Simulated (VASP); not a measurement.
Here is a VASP 6.6.1 calculation.

The input INCAR:

```
ALGO = Normal
EDIFF = 1E-8
ENCUT = 600
GGA_COMPAT = False
IBRION = 6
ISIF = 3
ISMEAR = -1
LASPH = True
LCHARG = False
LREAL = False
LWAVE = False
NELM = 120
NFREE = 2
NSW = 1
POTIM = 0.015
PREC = Accurate
SIGMA = 0.1
```

File KPOINTS:

```
k-points
0
Gamma
  12 12 12
```

File POSCAR:

```
Mg2Sn
1.0
    0.0000000000      3.2045282963      3.2045282963
    3.2045282963      0.0000000000      3.2045282963
    3.2045282963      3.2045282963      0.0000000000
Mg Sn
2 1
Direct
    0.2500000000      0.2500000000      0.2500000000
    0.7500000000      0.7500000000      0.7500000000
    0.0000000000      0.0000000000      0.0000000000
```

Potentials or basis: VASP PAW LDA potentials, release 64 (Mg, Sn_d).

Launch:

```console
$ cat potpaw_LDA.64/Mg/POTCAR potpaw_LDA.64/Sn_d/POTCAR > POTCAR
$ mpirun -np 1 vasp_std > vasp.out
```

Question: Estimate the elastic constants C11, C12, C44.

Answer: 108, 48, 41 GPa.

Question: Estimate the Voigt bulk modulus.

Answer: 68 GPa.

Question: What does it give for the highest phonon frequency at Γ?

Answer: 262 cm⁻¹.

Elastic tensor in Voigt notation (GPa, in the Cartesian axes of the cell as first typed):
```
108  48  48   0   0   0
 48 108  48   0   0   0
 48  48 108   0   0   0
  0   0   0  41   0   0
  0   0   0   0  41   0
  0   0   0   0   0  41
```

Caveat: the cell is under stress, which shifts elastic constants.
